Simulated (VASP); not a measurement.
# Hf2Bi2O (P-3m1) in VASP: a series of runs

Hf2Bi2O is run at these levels: PBE; tasks: single point.

Program: VASP 6.6.1. These are calculated values, not measurements. Logs are shortened: lines on timing, memory, paths and dates and some standing lists are left out, and cuts for length are marked.

## 1. The cell of the first run

Symmetry: P-3m1, No. 164, trigonal system. The conventional cell has a = 4.571 Å, b = 4.571 Å, c = 7.171 Å, α = 90.00°, β = 90.00°, γ = 120.00°. Within 3.6 Å of Hf (site symmetry 3m) lie 4 Bi at 2.73 to 2.76 Å and 3 Hf at 3.35 Å. Within 3.6 Å of Bi (site symmetry 3m) lie 4 Hf at 2.73 to 2.76 Å and 3 O at 3.23 Å. O (site symmetry -3m) has 6 Bi at 3.23 Å and 6 Hf at 3.67 Å within 4.2 Å.

## 2. Single point, PBE

Input file INCAR:

```
ALGO     = Normal         # electronic algorithm
EDIFF    = 1E-6           # SCF threshold, eV
ENCUT    = 520            # plane-wave cutoff, eV
GGA      = PE             # functional
ISIF     = 2              # what is computed and relaxed
ISMEAR   = 0              # smearing method
LASPH    = T              # aspherical terms in the spheres
LCHARG   = F              # write CHGCAR
LREAL    = F              # projectors in reciprocal space
LWAVE    = F              # write WAVECAR
NBANDS   = 36             # bands
NELM     = 80             # most SCF steps
PREC     = Accurate       # precision mode
SIGMA    = 0.1            # smearing width, eV
```

Input file KPOINTS:

```
k-points
0
Gamma
  6 6 4
```

Input file POSCAR:

```
Hf2Bi2O
1.0
    4.5708189100      0.0000000000      0.0000000000
   -2.2854094600      3.9584452900      0.0000000000
    0.0000000000      0.0000000000      7.1705740000
Hf Bi O
2 2 1
Direct
    0.3333333300      0.6666666700      0.6444000000
    0.6666666700      0.3333333300      0.3556000000
    0.3333333300      0.6666666700      0.2599000000
    0.6666666700      0.3333333300      0.7401000000
    0.0000000000      0.0000000000      0.0000000000
```

Potentials or basis: VASP PAW PBE potentials, release 64 (Hf_pv, Bi_d, O).

Command:

```sh
> cat potpaw_PBE.64/Hf_pv/POTCAR potpaw_PBE.64/Bi_d/POTCAR potpaw_PBE.64/O/POTCAR > POTCAR
> mpirun -np 1 vasp_std > vasp.out
```

OUTCAR:

```text
EDIFF = 1E-6
   ENCUT = 520
   GGA = PE
   ISIF = 2
   ISMEAR = 0
   LASPH = T
   LREAL = F
   NELM = 80
   PREC = Accurate

 ion  position               nearest neighbor table
   1  0.333  0.667  0.644-   4 2.73   4 2.73   4 2.73   3 2.76   2 3.35   2 3.35   2 3.35
   2  0.667  0.333  0.356-   3 2.73   3 2.73   3 2.73   4 2.76   1 3.35   1 3.35   1 3.35
   3  0.333  0.667  0.260-   2 2.73   2 2.73   2 2.73   1 2.76
   4  0.667  0.333  0.740-   1 2.73   1 2.73   1 2.73   2 2.76
   5  0.000  0.000  0.000-

  LATTYP: Found a hexagonal cell.
 ALAT       =     4.5708189100
 C/A-ratio  =     1.5687722794

  Lattice vectors:

 A1 = (   4.5708189100,   0.0000000000,   0.0000000000)
 A2 = (  -2.2854094600,   3.9584452900,   0.0000000000)
 A3 = (   0.0000000000,   0.0000000000,   7.1705740000)

Analysis of symmetry for initial positions (statically):
=====================================================================
 Subroutine PRICEL returns:
 Original cell was already a primitive cell.

 Routine SETGRP: Setting up the symmetry group for a
 hexagonal supercell.

 Subroutine GETGRP returns: Found 12 space group operations
 (whereof 12 operations were pure point group operations)
 out of a pool of 24 trial point group operations.

The static configuration has the point symmetry D_3d.

Analysis of symmetry for dynamics (positions and initial velocities):
=====================================================================
 Subroutine PRICEL returns:
 Original cell was already a primitive cell.

 Routine SETGRP: Setting up the symmetry group for a
 hexagonal supercell.

 Subroutine GETGRP returns: Found 12 space group operations
 (whereof 12 operations were pure point group operations)
 out of a pool of 24 trial point group operations.

The dynamic configuration has the point symmetry D_3d.

 Subroutine INISYM returns: Found 12 space group operations
 (whereof 12 operations are pure point group operations),
 and found     1 'primitive' translations

----------------------------------------------------------------------------------------

                                     Primitive cell

  volume of cell :     129.7396

  direct lattice vectors                    reciprocal lattice vectors
     4.570818910  0.000000000  0.000000000     0.218779177  0.126312217  0.000000000
    -2.285409460  3.958445290  0.000000000     0.000000000  0.252624434  0.000000000
     0.000000000  0.000000000  7.170574000     0.000000000  0.000000000  0.139458849

  length of vectors
     4.570818910  4.570818911  7.170574000     0.252624434  0.252624434  0.139458849

  position of ions in fractional coordinates (direct lattice)
     0.333333330  0.666666670  0.644400000
     0.666666670  0.333333330  0.355600000
     0.333333330  0.666666670  0.259900000
     0.666666670  0.333333330  0.740100000
     0.000000000  0.000000000  0.000000000

  ion indices of the primitive-cell ions
   primitive index   ion index
                 1           1
                 2           2
                 3           3
                 4           4
                 5           5

----------------------------------------------------------------------------------------

 KPOINTS: k-points

Automatic generation of k-mesh.
 Grid dimensions read from file:
 generate k-points for:    6    6    4

 Generating k-lattice:

  Cartesian coordinates                     Fractional coordinates (reciprocal lattice)
     0.036463196  0.021052036  0.000000000     0.166666667  0.000000000  0.000000000
     0.000000000  0.042104072  0.000000000     0.000000000  0.166666667  0.000000000
     0.000000000  0.000000000  0.034864712     0.000000000  0.000000000  0.250000000

  Length of vectors
     0.042104072  0.042104072  0.034864712

  Shift w.r.t. Gamma in fractional coordinates (k-lattice)
     0.000000000  0.000000000  0.000000000

 Subroutine IBZKPT returns following result:
 ===========================================

 Found     24 irreducible k-points:

 Following reciprocal coordinates:
            Coordinates               Weight
  0.000000  0.000000  0.000000      1.000000
  0.166667  0.000000  0.000000      6.000000
  0.333333 -0.000000  0.000000      6.000000
  0.500000 -0.000000  0.000000      3.000000
  0.166667  0.166667  0.000000      6.000000
  0.333333  0.166667  0.000000     12.000000
[... 16 lines left out ...]
  0.333333  0.166667  0.500000     12.000000
  0.333333  0.333333  0.500000      2.000000
   k-points           NKPTS =     24   k-points in BZ     NKDIM =     24   number of bands    NBANDS=     36
   number of dos      NEDOS =    301   number of ions     NIONS =      5
   total plane-waves  NPLWV =  69984
   dimension x,y,z NGX =    36 NGY =   36 NGZ =   54
   dimension x,y,z NGXF=    72 NGYF=   72 NGZF=  108
   ions per type =               2   2   1
   NGX,Y,Z   is equivalent  to a cutoff of  13.09, 13.09, 12.52 a.u.
   NGXF,Y,Z  is equivalent  to a cutoff of  26.19, 26.19, 25.04 a.u.
 SYSTEM =  unknown system
   PREC   = accura    normal or accurate (medium, high low for compatibility)
   ISTART =      0    job   : 0-new  1-cont  2-samecut
   ICHARG =      2    charge: 1-file 2-atom 10-const
   ISPIN  =      1    spin polarized calculation?
   LNONCOLLINEAR =      F non collinear calculations
   LSORBIT =      F    spin-orbit coupling
   LASPH  =      T    aspherical Exc in radial PAW
   ENCUT  =  520.0 eV  38.22 Ry    6.18 a.u.   8.50  8.50 13.33*2*pi/ulx,y,z
   NELM   =     80;   NELMIN=  2; NELMDL= -5     # of ELM steps
   EDIFF  = 0.1E-05   stopping-criterion for ELM
   LREAL  =      F    real-space projection
   EDIFFG = 0.1E-04   stopping-criterion for IOM
   NSW    =      0    number of steps for IOM
   IBRION =     -1    ionic relax: 0-MD 1-quasi-New 2-CG
   NFREE  =      0    steps in history (QN), initial steepest desc. (CG)
   ISIF   =      2    stress and relaxation
   ISYM   =      2    0-nonsym 1-usesym 2-fastsym
   POTIM  = 0.5000    time-step for ionic-motion
   TEBEG  =    0.0;   TEEND  =   0.0 temperature during run
   PSTRESS=    0.0 pullay stress
   NELECT =      56.0000    total number of electrons
   NUPDOWN=      -1.0000    fix difference up-down
   EMIN   =  10.00;   EMAX   =-10.00  energy-range for DOS
   EFERMI =   0.00;   METHOD = LEGACY
   ISMEAR =     0;   SIGMA  =   0.10  broadening in eV -4-tet -1-fermi 0-gaus
   EFERMI_NEDOS =   21; number of points for ismear=-14 and -15
   IALGO  =     38    algorithm
   IMIX   =      4    mixing-type and parameters
     AMIX     =   0.40;   BMIX     =  1.00
     AMIX_MAG =   1.60;   BMIX_MAG =  1.00
  volume/ion in A,a.u.               =      25.95       175.11
  Fermi-wavevector in a.u.,A,eV,Ry     =   1.237219  2.338005 20.826592  1.530711
  Thomas-Fermi vector in A             =   2.371795
   LORBIT       =      0    0 simple, 1 ext, 2 COOP (PROOUT), +10 PAW based schemes
   GGA     = PE    functional components
   LHFCALC =     F    Hartree Fock is set to
   AEXX    =    0.0000 exact exchange contribution
   IVDW    =     0    specifies the selected vdW correction
   LEPSILON=     F    determine dielectric tensor
   LRPA    =     F    only Hartree local field effects (RPA)
 non-spin polarized calculation
 Gauss-broadening in eV      SIGMA  =   0.10
  energy-cutoff  :      520.00
  volume of cell :      129.74
 maximum number of plane-waves:      3537
 NGX is ok and might be reduce to    36
   NGX = 17   NGY = 17   NGZ = 27

 number of electron      56.0000001 magnetization

 Free energy of the ion-electron system (eV)
  ---------------------------------------------------
  ext. energy  EPLUGINS =         0.00000000
  ---------------------------------------------------
  free energy    TOTEN  =       -28.58427342 eV

  energy without entropy =      -28.55644302  energy(sigma->0) =      -28.57035822

 E-fermi :   4.6039     XC(G=0):  -9.8579

 val. band max:        4.6031403177   @ k =   0.3333   0.1667   0.0000
 cond. band min:       4.6210251862   @ k =   0.5000  -0.0000   0.5000
 fundamental gap:      0.0178848685
 Fermi energy:         4.6038908447

 k-point     1 :       0.0000    0.0000    0.0000
  band No.  band energies     occupation
      1     -26.7018      2.00000
      2     -26.6862      2.00000
      3     -26.6862      2.00000
      4     -26.5907      2.00000
      5     -26.5907      2.00000
      6     -26.5770      2.00000
[... 28 lines left out ...]
     35       8.0779      0.00000
     36       9.8920      0.00000

 k-point     2 :       0.1667    0.0000    0.0000
  band No.  band energies     occupation
      1     -26.7050      2.00000
      2     -26.6951      2.00000
      3     -26.6888      2.00000
      4     -26.5868      2.00000
      5     -26.5864      2.00000
      6     -26.5720      2.00000
[... 28 lines left out ...]
     35       7.9951      0.00000
     36       9.0872      0.00000

 k-point     3 :       0.3333   -0.0000    0.0000
  band No.  band energies     occupation
      1     -26.7160      2.00000
      2     -26.7056      2.00000
      3     -26.6933      2.00000
      4     -26.5793      2.00000
      5     -26.5766      2.00000
      6     -26.5658      2.00000
[... 28 lines left out ...]
     35       7.7563      0.00000
     36       8.0880      0.00000

 k-point     4 :       0.5000   -0.0000    0.0000
  band No.  band energies     occupation
      1     -26.7228      2.00000
      2     -26.7087      2.00000
      3     -26.6953      2.00000
      4     -26.5758      2.00000
      5     -26.5677      2.00000
      6     -26.5675      2.00000
[... 28 lines left out ...]
     35       6.9965      0.00000
     36       7.5448      0.00000

 k-point     5 :       0.1667    0.1667    0.0000
  band No.  band energies     occupation
      1     -26.7098      2.00000
      2     -26.7064      2.00000
      3     -26.6926      2.00000
      4     -26.5812      2.00000
      5     -26.5793      2.00000
      6     -26.5667      2.00000
[... 655 lines left out ...]
 k-point    22 :       0.1667    0.1667    0.5000
  band No.  band energies     occupation
      1     -26.7099      2.00000
      2     -26.7065      2.00000
      3     -26.6926      2.00000
      4     -26.5812      2.00000
      5     -26.5792      2.00000
      6     -26.5669      2.00000
[... 28 lines left out ...]
     35       7.9097      0.00000
     36       8.4724      0.00000

 k-point    23 :       0.3333    0.1667    0.5000
  band No.  band energies     occupation
      1     -26.7185      2.00000
      2     -26.7109      2.00000
      3     -26.6981      2.00000
      4     -26.5752      2.00000
      5     -26.5703      2.00000
      6     -26.5651      2.00000
[... 28 lines left out ...]
     35       7.5079      0.00000
     36       8.1072      0.00000

 k-point    24 :       0.3333    0.3333    0.5000
  band No.  band energies     occupation
      1     -26.7149      2.00000
      2     -26.7149      2.00000
      3     -26.7040      2.00000
      4     -26.5722      2.00000
      5     -26.5664      2.00000
      6     -26.5664      2.00000
[... 28 lines left out ...]
     35       6.9694      0.00000
     36       8.8310      0.00000

------------------------ aborting loop because EDIFF is reached ----------------------------------------

  FORCE on cell =-STRESS in cart. coord.  units (eV):
  Direction    XX          YY          ZZ          XY          YZ          ZX
  --------------------------------------------------------------------------------------
  -------------------------------------------------------------------------------------
  Total       10.4734275     10.4734275      5.7237364     -0.0000000     -0.0000000     -0.0000000
  in kB      129.3382046    129.3382045     70.6834317     -0.0000002     -0.0000000     -0.0000000
  external PRESSURE =     109.7866136 kB  Pullay stress =       0.0000000 kB

 VOLUME and BASIS-vectors are now :
 -----------------------------------------------------------------------------
  energy-cutoff  :      520.00
  volume of cell :      129.74
      direct lattice vectors                 reciprocal lattice vectors
     4.570818910  0.000000000  0.000000000     0.218779177  0.126312217  0.000000000
    -2.285409460  3.958445290  0.000000000     0.000000000  0.252624434  0.000000000
     0.000000000  0.000000000  7.170574000     0.000000000  0.000000000  0.139458849

 POSITION                                       TOTAL-FORCE (eV/Angst)
 -----------------------------------------------------------------------------------
     -0.00000      2.63896      4.62072         0.000000      0.000000      1.282847
      2.28541      1.31948      2.54986        -0.000000      0.000000     -1.282847
     -0.00000      2.63896      1.86363        -0.000000      0.000000     -2.788905
      2.28541      1.31948      5.30694         0.000000      0.000000      2.788905
      0.00000      0.00000      0.00000         0.000000      0.000000      0.000000
 -----------------------------------------------------------------------------------
    total drift:                                0.000000     -0.000000      0.000000

  FREE ENERGIE OF THE ION-ELECTRON SYSTEM (eV)
  ---------------------------------------------------
  free  energy   TOTEN  =       -28.5842734164 eV

  energy  without entropy=      -28.5564430231  energy(sigma->0) =      -28.57035822
```

Run time: 81 s. Hardware: 1 thread of Intel Xeon Platinum 8559C (Emerald Rapids), shared host; peak memory 0.31 GiB.

What came out:

| Property | Result |
| --- | --- |
| Free energy | -28.5843 eV |
| Pressure | 11.0 GPa |
| Largest force | 2.789 eV/Å |
| Band gap on the k mesh | zero (band 28 reaches 4.81 eV, above the bottom of band 29 at 4.60 eV) |

Forces in eV/Å, atoms in the order of the input:
```
Hf   0.000  0.000  1.283
Hf   0.000  0.000 -1.283
Bi   0.000  0.000 -2.789
Bi   0.000  0.000  2.789
O    0.000  0.000  0.000
```

Levels at points of the mesh, in eV from the Fermi level:
```
           k point  band 25  band 26  band 27  band 28  band 29  band 30  band 31  band 32
(0.00, 0.00, 0.00)    -2.00    -0.82    -0.82    -0.12     0.44     0.44     1.73     2.75
(0.50, 0.00, 0.00)    -1.47    -0.74    -0.73     0.20     0.25     0.42     1.19     1.79
(0.00, 0.00, 0.50)    -2.31    -0.72    -0.65    -0.65     0.59     0.59     1.68     2.50
(0.50, 0.00, 0.50)    -1.07    -0.87    -0.27    -0.03     0.02     0.48     1.42     1.64
```

Caveat: spin-orbit coupling is left out, which moves the levels of the heavy elements; forces of over 1 eV/Å act on the atoms, so gaps and moduli don't describe the material at rest.

## 3. Single point, PBE

This run uses another cell than the first one, of 22.58 Å³/atom, 0.870 times its volume.

Input file INCAR:

```
SYSTEM = Hf2Bi2O
ALGO = Normal ; EDIFF = 1E-6
ENCUT = 520 ; GGA = PE
ISIF = 2 ; ISMEAR = 0
LASPH = .True. ; LCHARG = .False.
LREAL = .False. ; LWAVE = .False.
NBANDS = 36 ; NELM = 100
PREC = Accurate ; SIGMA = 0.1
```

Input file KPOINTS:

```
k-points
0
Gamma
  6 6 4
  0 0 0
```

Input file POSCAR:

```
Hf2Bi2O
1.0
    3.4838447262      0.0000000022      0.0000000000
   -1.7419223650      3.0170980347      0.0000000000
    0.0000000000      0.0000000000     10.7402225323
Hf Bi O
2 2 1
Direct
    0.3333333333      0.6666666667      0.8939358553
    0.6666666667      0.3333333333      0.1060641447
    0.3333333333      0.6666666667      0.3267731667
    0.6666666667      0.3333333333      0.6732268333
    0.0000000000      0.0000000000      0.0000000000
```

Potentials or basis: VASP PAW PBE potentials, release 64 (Hf_pv, Bi_d, O).

Command:

```sh
> cat potpaw_PBE.64/Hf_pv/POTCAR potpaw_PBE.64/Bi_d/POTCAR potpaw_PBE.64/O/POTCAR > POTCAR
> mpirun -np 1 vasp_std > vasp.out
```

Wall time 55 s (1 thread of Intel Xeon Platinum 8559C (Emerald Rapids), shared host); peak memory 0.29 GiB.

Results (log left out):

* Free energy: -37.1143 eV
* Pressure: -0.7 GPa
* Largest force: 0.098 eV/Å
* Band gap on the k mesh: zero (band 28 reaches 7.72 eV, above the bottom of band 29 at 6.25 eV)

Forces in eV/Å, atoms in the order of the input:
```
Hf   0.000  0.000  0.098
Hf   0.000  0.000 -0.098
Bi   0.000  0.000 -0.040
Bi   0.000  0.000  0.040
O    0.000  0.000  0.000
```

Stress tensor (GPa, compression positive):
```
-0.74  0.00  0.00
 0.00 -0.74  0.00
 0.00  0.00 -0.58
```

Levels at points of the mesh, in eV from the Fermi level:
```tsv
k point	band 24	band 25	band 26	band 27	band 28	band 29	band 30	band 31	band 32	band 33
(0.00, 0.00, 0.00)	-2.46	-0.77	-0.28	-0.28	0.10	1.00	1.46	1.46	2.32	2.32
(0.50, 0.00, 0.00)	-4.59	-2.61	-2.15	-1.77	0.45	0.64	0.78	1.82	2.18	2.60
(0.00, 0.00, 0.50)	-4.07	-0.28	-0.28	-0.11	0.69	1.09	1.48	1.48	2.30	2.30
(0.50, 0.00, 0.50)	-4.70	-2.71	-1.99	-1.77	0.35	0.58	0.61	1.90	2.17	2.76
```

Caveat: spin-orbit coupling is left out, which moves the levels of the heavy elements.
